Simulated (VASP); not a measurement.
# Re (R-3m) in VASP: a series of runs

Re is run at these levels: PBEsol; tasks: single point.

All numbers are computed with VASP 6.6.1; they aren't measurements. Logs are shortened: lines on timing, memory, paths and dates and some standing lists are left out, and cuts for length are marked.

## 1. The cell of the first run

Symmetry: R-3m, No. 166, trigonal system. The conventional cell has a = 2.821 Å, b = 2.821 Å, c = 6.705 Å, α = 90.00°, β = 90.00°, γ = 120.00°. Re (site symmetry -3m) has 12 Re at 2.77 to 2.82 Å within 3.6 Å.

## 2. Single point, PBEsol (equal xy, yz and zx shear strains of -2 %)

INCAR

```
SYSTEM = Re
PREC = Accurate ; ENCUT = 520
EDIFF = 1E-6 ; ISMEAR = -1
SIGMA = 0.05 ; LREAL = .False.
LASPH = .True. ; NELM = 100
ALGO = Normal ; ISIF = 2
LWAVE = .False. ; LCHARG = .False.
GGA = PS ; NBANDS = 10
```

KPOINTS

```
regular mesh
0
Gamma
  14 14 14
  0 0 0
```

POSCAR

```
Re
1.0
   -0.0395000000      1.9552500000      1.9552500000
    1.9552500000     -0.0395000000      1.9552500000
    1.9552500000      1.9552500000     -0.0395000000
Re
1
Direct
    0.0000000000      0.0000000000      0.0000000000
```

Potentials or basis: VASP PAW PBE potentials, release 64 (Re).

Run with:

```
$ cat potpaw_PBE.64/Re/POTCAR > POTCAR
$ mpirun -np 1 vasp_std > vasp.out
```

OUTCAR:

```text
SYSTEM = Re
   PREC = Accurate
   ENCUT = 520
   EDIFF = 1E-6
   ISMEAR = -1
   LREAL = .False.
   LASPH = .True.
   NELM = 100
   ISIF = 2
   GGA = PS

 ion  position               nearest neighbor table
   1  0.000  0.000  0.000-

  LATTYP: Found a trigonal (rhomboedric) cell.
 ALAT       =     2.7654231819
 COS(alpha) =     0.4797000918

  Lattice vectors:

 A1 = (  -0.0395000000,   1.9552500000,   1.9552500000)
 A2 = (   1.9552500000,  -0.0395000000,   1.9552500000)
 A3 = (   1.9552500000,   1.9552500000,  -0.0395000000)

Analysis of symmetry for initial positions (statically):
=====================================================================
 Subroutine PRICEL returns:
 Original cell was already a primitive cell.

 Routine SETGRP: Setting up the symmetry group for a
 trigonal (rhombohedral) supercell.

 Subroutine GETGRP returns: Found 12 space group operations
 (whereof 12 operations were pure point group operations)
 out of a pool of 12 trial point group operations.

The static configuration has the point symmetry D_3d.

Analysis of symmetry for dynamics (positions and initial velocities):
=====================================================================
 Subroutine PRICEL returns:
 Original cell was already a primitive cell.

 Routine SETGRP: Setting up the symmetry group for a
 trigonal (rhombohedral) supercell.

 Subroutine GETGRP returns: Found 12 space group operations
 (whereof 12 operations were pure point group operations)
 out of a pool of 12 trial point group operations.

The dynamic configuration has the point symmetry D_3d.

 Subroutine INISYM returns: Found 12 space group operations
 (whereof 12 operations are pure point group operations),
 and found     1 'primitive' translations

----------------------------------------------------------------------------------------

                                     Primitive cell

  volume of cell :      15.4028

  direct lattice vectors                    reciprocal lattice vectors
    -0.039500000  1.955250000  1.955250000    -0.248100243  0.253215712  0.253215712
     1.955250000 -0.039500000  1.955250000     0.253215712 -0.248100243  0.253215712
     1.955250000  1.955250000 -0.039500000     0.253215712  0.253215712 -0.248100243

  length of vectors
     2.765423182  2.765423182  2.765423182     0.435649083  0.435649083  0.435649083

  position of ions in fractional coordinates (direct lattice)
     0.000000000  0.000000000  0.000000000

  ion indices of the primitive-cell ions
   primitive index   ion index
                 1           1

----------------------------------------------------------------------------------------

 KPOINTS: regular mesh

Automatic generation of k-mesh.
 Grid dimensions read from file:
 generate k-points for:   14   14   14

 Generating k-lattice:

  Cartesian coordinates                     Fractional coordinates (reciprocal lattice)
    -0.017721446  0.018086837  0.018086837     0.071428571  0.000000000 -0.000000000
     0.018086837 -0.017721446  0.018086837     0.000000000  0.071428571 -0.000000000
     0.018086837  0.018086837 -0.017721446     0.000000000  0.000000000  0.071428571

  Length of vectors
     0.031117792  0.031117792  0.031117792

  Shift w.r.t. Gamma in fractional coordinates (k-lattice)
     0.000000000  0.000000000  0.000000000

 Subroutine IBZKPT returns following result:
 ===========================================

 Found    288 irreducible k-points:

 Following reciprocal coordinates:
            Coordinates               Weight
  0.000000  0.000000  0.000000      1.000000
  0.071429  0.000000  0.000000      6.000000
  0.142857  0.000000  0.000000      6.000000
  0.214286  0.000000  0.000000      6.000000
  0.285714  0.000000 -0.000000      6.000000
  0.357143  0.000000  0.000000      6.000000
[... 16 lines left out ...]
  0.214286  0.142857  0.000000     12.000000
  0.285714  0.142857  0.000000     12.000000
 [... further k-points ...]
   k-points           NKPTS =    288   k-points in BZ     NKDIM =    288   number of bands    NBANDS=     10
   number of dos      NEDOS =    301   number of ions     NIONS =      1
   total plane-waves  NPLWV =  13824
   dimension x,y,z NGX =    24 NGY =   24 NGZ =   24
   dimension x,y,z NGXF=    48 NGYF=   48 NGZF=   48
   ions per type =               1
   NGX,Y,Z   is equivalent  to a cutoff of  14.43, 14.43, 14.43 a.u.
   NGXF,Y,Z  is equivalent  to a cutoff of  28.86, 28.86, 28.86 a.u.
 SYSTEM =  Re
   PREC   = accura    normal or accurate (medium, high low for compatibility)
   ISTART =      0    job   : 0-new  1-cont  2-samecut
   ICHARG =      2    charge: 1-file 2-atom 10-const
   ISPIN  =      1    spin polarized calculation?
   LNONCOLLINEAR =      F non collinear calculations
   LSORBIT =      F    spin-orbit coupling
   LASPH  =      T    aspherical Exc in radial PAW
   ENCUT  =  520.0 eV  38.22 Ry    6.18 a.u.   5.14  5.14  5.14*2*pi/ulx,y,z
   NELM   =    100;   NELMIN=  2; NELMDL= -5     # of ELM steps
   EDIFF  = 0.1E-05   stopping-criterion for ELM
   LREAL  =      F    real-space projection
   EDIFFG = 0.1E-04   stopping-criterion for IOM
   NSW    =      0    number of steps for IOM
   IBRION =     -1    ionic relax: 0-MD 1-quasi-New 2-CG
   NFREE  =      0    steps in history (QN), initial steepest desc. (CG)
   ISIF   =      2    stress and relaxation
   ISYM   =      2    0-nonsym 1-usesym 2-fastsym
   POTIM  = 0.5000    time-step for ionic-motion
   TEBEG  =    0.0;   TEEND  =   0.0 temperature during run
   PSTRESS=    0.0 pullay stress
   NELECT =       7.0000    total number of electrons
   NUPDOWN=      -1.0000    fix difference up-down
   EMIN   =  10.00;   EMAX   =-10.00  energy-range for DOS
   EFERMI =   0.00;   METHOD = LEGACY
   ISMEAR =    -1;   SIGMA  =   0.05  broadening in eV -4-tet -1-fermi 0-gaus
   EFERMI_NEDOS =   21; number of points for ismear=-14 and -15
   IALGO  =     38    algorithm
   IMIX   =      4    mixing-type and parameters
     AMIX     =   0.40;   BMIX     =  1.00
     AMIX_MAG =   1.60;   BMIX_MAG =  1.00
  volume/ion in A,a.u.               =      15.40       103.94
  Fermi-wavevector in a.u.,A,eV,Ry     =   1.258657  2.378517 21.554594  1.584218
  Thomas-Fermi vector in A             =   2.392256
   LORBIT       =      0    0 simple, 1 ext, 2 COOP (PROOUT), +10 PAW based schemes
   GGA     = PS    functional components
   LHFCALC =     F    Hartree Fock is set to
   AEXX    =    0.0000 exact exchange contribution
   IVDW    =     0    specifies the selected vdW correction
   LEPSILON=     F    determine dielectric tensor
   LRPA    =     F    only Hartree local field effects (RPA)
 non-spin polarized calculation
  energy-cutoff  :      520.00
  volume of cell :       15.40
 maximum number of plane-waves:       426
 NGX is ok and might be reduce to    24
   NGX = 11   NGY = 11   NGZ = 11

 number of electron       7.0000000 magnetization

 Free energy of the ion-electron system (eV)
  ---------------------------------------------------
  ext. energy  EPLUGINS =         0.00000000
  ---------------------------------------------------
  free energy    TOTEN  =       -13.24250881 eV

  energy without entropy =      -13.23423548  energy(sigma->0) =      -13.23837214

 E-fermi :   7.4315     XC(G=0): -13.5699

 val. band max:        7.4286947062   @ k =  -0.4286   0.5000   0.2857
 cond. band min:       7.4373445735   @ k =  -0.3571   0.3571   0.3571
 fundamental gap:      0.0086498673
 Fermi energy:         7.4315369949

 k-point     1 :       0.0000    0.0000    0.0000
  band No.  band energies     occupation
      1      -2.4143      2.00000
      2       5.4366      2.00000
      3       5.4366      2.00000
      4       5.9918      2.00000
      5       8.6181      0.00000
      6       8.6181      0.00000
      7      21.3235      0.00000
      8      26.4214      0.00000
      9      26.4214      0.00000
     10      27.3111      0.00000

 k-point     2 :       0.0714    0.0000    0.0000
  band No.  band energies     occupation
      1      -2.1929      2.00000
      2       5.3274      2.00000
      3       5.5244      2.00000
      4       6.0677      2.00000
      5       8.5420      0.00000
      6       8.5493      0.00000
      7      21.7438      0.00000
      8      25.4496      0.00000
      9      26.8343      0.00000
     10      27.6151      0.00000

 k-point     3 :       0.1429    0.0000    0.0000
  band No.  band energies     occupation
      1      -1.5676      2.00000
      2       5.0314      2.00000
      3       5.7215      2.00000
      4       6.2834      2.00000
      5       8.4186      0.00000
      6       8.4475      0.00000
      7      22.7726      0.00000
      8      23.8002      0.00000
      9      28.0110      0.00000
     10      28.6898      0.00000

 k-point     4 :       0.2143    0.0000    0.0000
  band No.  band energies     occupation
      1      -0.6776      2.00000
      2       4.7739      2.00000
      3       5.8294      2.00000
      4       6.4102      2.00000
      5       8.5222      0.00000
      6       8.6156      0.00000
      7      21.9002      0.00000
      8      24.2491      0.00000
      9      29.7836      0.00000
     10      30.3229      0.00000
[... 222 lines left out ...]
 k-point    22 :       0.1429    0.1429    0.0000
  band No.  band energies     occupation
      1      -1.2605      2.00000
      2       4.6524      2.00000
      3       6.1739      2.00000
      4       6.5193      2.00000
      5       7.4602      0.72136
      6       8.9947      0.00000
      7      23.5002      0.00000
      8      25.1485      0.00000
      9      26.8690      0.00000
     10      27.4990      0.00000

 k-point    23 :       0.2143    0.1429    0.0000
  band No.  band energies     occupation
      1      -0.5643      2.00000
      2       4.2661      2.00000
      3       6.2792      2.00000
      4       6.8725      1.99997
      5       7.3138      1.82668
      6       9.2171      0.00000
      7      24.0532      0.00000
      8      24.7124      0.00000
      9      27.7210      0.00000
     10      27.7581      0.00000

 k-point    24 :       0.2857    0.1429    0.0000
  band No.  band energies     occupation
      1       0.3198      2.00000
      2       4.0198      2.00000
      3       5.8003      2.00000
      4       6.9656      1.99982
      5       8.1238      0.00000
      6       9.6854      0.00000
      7      22.4342      0.00000
      8      25.4844      0.00000
      9      27.7629      0.00000
     10      28.3915      0.00000

 [... further k-points ...]
[... 5 lines left out ...]
  --------------------------------------------------------------------------------------
  -------------------------------------------------------------------------------------
  Total       -1.7805797     -1.7805797     -1.7805797      0.3063968      0.3063968      0.3063968
  in kB     -185.2131778   -185.2131778   -185.2131778     31.8709301     31.8709301     31.8709301
  external PRESSURE =    -185.2131778 kB  Pullay stress =       0.0000000 kB

 VOLUME and BASIS-vectors are now :
 -----------------------------------------------------------------------------
  energy-cutoff  :      520.00
  volume of cell :       15.40
      direct lattice vectors                 reciprocal lattice vectors
    -0.039500000  1.955250000  1.955250000    -0.248100243  0.253215712  0.253215712
     1.955250000 -0.039500000  1.955250000     0.253215712 -0.248100243  0.253215712
     1.955250000  1.955250000 -0.039500000     0.253215712  0.253215712 -0.248100243

 POSITION                                       TOTAL-FORCE (eV/Angst)
 -----------------------------------------------------------------------------------
      0.00000      0.00000      0.00000         0.000000     -0.000000      0.000000
 -----------------------------------------------------------------------------------
    total drift:                               -0.000000     -0.000000     -0.000000

  FREE ENERGIE OF THE ION-ELECTRON SYSTEM (eV)
  ---------------------------------------------------
  free  energy   TOTEN  =       -13.2425088095 eV

  energy  without entropy=      -13.2342354756  energy(sigma->0) =      -13.23837214
```

It took 54 s on 1 thread of Intel Xeon 8259CL, shared host; peak memory 0.18 GiB.

Results:

- Free energy: -13.2425 eV
- Pressure: -18.5 GPa
- Band gap on the k mesh: zero (an odd number of electrons rules out a gap without spin polarisation)

Stress tensor (GPa, compression positive):
```
-18.52   3.19   3.19
  3.19 -18.52   3.19
  3.19   3.19 -18.52
```

Caveat: the cell differs from its parent crystal (equal xy, yz and zx shear strains of -2 %); the cell stands under tension; the PAW data sets were made with another functional, which shifts forces and pressure a little; spin-orbit coupling is left out, which moves the levels of the heavy elements.

## 3. Single point, PBEsol (equal xy, yz and zx shear strains of +1 %)

INCAR

```
ALGO = Normal
EDIFF = 1E-6
ENCUT = 520
GGA = PS
ISIF = 2
ISMEAR = -1
LASPH = T
LCHARG = F
LREAL = F
LWAVE = F
NBANDS = 10
NELM = 80
PREC = Accurate
SIGMA = 0.05
```

KPOINTS

```
k-points
0
Gamma
  14 14 14
```

POSCAR

```
Re
1.0
    0.0197500000      1.9848750000      1.9848750000
    1.9848750000      0.0197500000      1.9848750000
    1.9848750000      1.9848750000      0.0197500000
Re
1
Direct
    0.0000000000      0.0000000000      0.0000000000
```

Potentials or basis: VASP PAW PBE potentials, release 64 (Re).

Run with:

```
$ cat potpaw_PBE.64/Re/POTCAR > POTCAR
$ mpirun -np 1 vasp_std > vasp.out
```

OUTCAR:

```text
EDIFF = 1E-6
   ENCUT = 520
   GGA = PS
   ISIF = 2
   ISMEAR = -1
   LASPH = T
   LREAL = F
   NELM = 80
   PREC = Accurate

 ion  position               nearest neighbor table
   1  0.000  0.000  0.000-

  LATTYP: Found a trigonal (rhomboedric) cell.
 ALAT       =     2.8071066232
 COS(alpha) =     0.5099250056

  Lattice vectors:

 A1 = (   0.0197500000,   1.9848750000,   1.9848750000)
 A2 = (   1.9848750000,   0.0197500000,   1.9848750000)
 A3 = (   1.9848750000,   1.9848750000,   0.0197500000)

[... 481 lines left out ...]
      2       4.0439      2.00000
      3       5.9195      2.00000
      4       6.7372      2.00000
      5       8.2096      0.00000
      6       9.6256      0.00000
      7      22.5571      0.00000
      8      25.6320      0.00000
      9      27.4958      0.00000
     10      28.3675      0.00000

 [... further k-points ...]
[... 5 lines left out ...]
  --------------------------------------------------------------------------------------
  -------------------------------------------------------------------------------------
  Total       -1.8101992     -1.8101992     -1.8101992     -0.1535687     -0.1535687     -0.1535687
  in kB     -188.2513566   -188.2513566   -188.2513566    -15.9703508    -15.9703508    -15.9703508
  external PRESSURE =    -188.2513566 kB  Pullay stress =       0.0000000 kB

 VOLUME and BASIS-vectors are now :
 -----------------------------------------------------------------------------
  energy-cutoff  :      520.00
  volume of cell :       15.41
      direct lattice vectors                 reciprocal lattice vectors
     0.019750000  1.984875000  1.984875000    -0.255696328  0.253177153  0.253177153
     1.984875000  0.019750000  1.984875000     0.253177153 -0.255696328  0.253177153
     1.984875000  1.984875000  0.019750000     0.253177153  0.253177153 -0.255696328

 POSITION                                       TOTAL-FORCE (eV/Angst)
 -----------------------------------------------------------------------------------
      0.00000      0.00000      0.00000         0.000000      0.000000     -0.000000
 -----------------------------------------------------------------------------------
    total drift:                                0.000000      0.000000     -0.000000

  FREE ENERGIE OF THE ION-ELECTRON SYSTEM (eV)
  ---------------------------------------------------
  free  energy   TOTEN  =       -13.2486717051 eV

  energy  without entropy=      -13.2392759888  energy(sigma->0) =      -13.24397385
```

stdout:

```text
POSCAR found type information on POSCAR Re
 POSCAR found :  1 types and       1 ions
 scaLAPACK will be used
 -----------------------------------------------------------------------------
|                                                                             |
|                                                                             |
|     You enforced a specific xc type in the INCAR file but a different       |
|     I HOPE YOU KNOW WHAT YOU ARE DOING!                                     |
|                                                                             |
 -----------------------------------------------------------------------------

 LDA part: xc-table for (Slater+PW92), standard interpolation
 POSCAR, INCAR and KPOINTS ok, starting setup
 FFT: planning ... GRIDC
 FFT: planning ... GRID_SOFT
 FFT: planning ... GRID
 WAVECAR not read
 entering main loop
```

It took 47 s on 1 thread of Intel Xeon 8259CL, shared host; peak memory 0.18 GiB.

Results:

| Quantity | Value |
| --- | --- |
| Free energy | -13.2487 eV |
| Pressure | -18.8 GPa |
| Band gap on the k mesh | zero (an odd number of electrons rules out a gap without spin polarisation) |

Caveat: the cell differs from its parent crystal (equal xy, yz and zx shear strains of +1 %); the cell stands under tension; the PAW data sets were made with another functional, which shifts forces and pressure a little; spin-orbit coupling is left out, which moves the levels of the heavy elements.
